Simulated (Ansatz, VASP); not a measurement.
## GaN in VASP and in Ansatz

```
CELL_PARAMETERS angstrom
2.99211 0.00000 0.00000
-1.49606 2.59124 0.00000
0.00000 0.00000 5.33576
ATOMIC_POSITIONS crystal
Ga 0.66667 0.33333 0.50748
Ga 0.33333 0.66667 0.00748
N 0.66667 0.33333 0.86752
N 0.33333 0.66667 0.36752
```

Alike in both runs: task single point; functional r2SCAN; k mesh 12 × 12 × 6; occupations gaussian, width 0.02 eV; no spin polarisation.

|  | VASP | Ansatz |
| --- | --- | --- |
| version | VASP 6.6.1 | Ansatz 0.2.0 |
| potentials or method | VASP PAW PBE potentials, release 64 (Ga_d, N), cutoff 520 eV | scalar-relativistic, plane waves, PAW |
| valence electrons in the cell | 36 | 36 |

Ansatz gave:

| Item | Value |
| --- | --- |
| gap on the k mesh at the Fermi level (eV) | 2.31 |
| least direct gap on the mesh (eV) | 2.31 |
| pressure (GPa) | 22.2 |
| traceless stress, the component that is largest in VASP (GPa) | -22.17 |
| rms of the force components (eV/Å) | 0.000 |

Question: What did VASP give for the same quantities?

Answer: gap on the k mesh at the Fermi level (eV): 2.30; least direct gap on the mesh (eV): 2.30; pressure (GPa): 23.7; traceless stress, the component that is largest in VASP (GPa): -22.25; rms of the force components (eV/Å): 0.022.

VASP's potentials were made for PBE, not for r2SCAN. Atom by atom the forces differ by 0.022 eV/Å (rms over components).
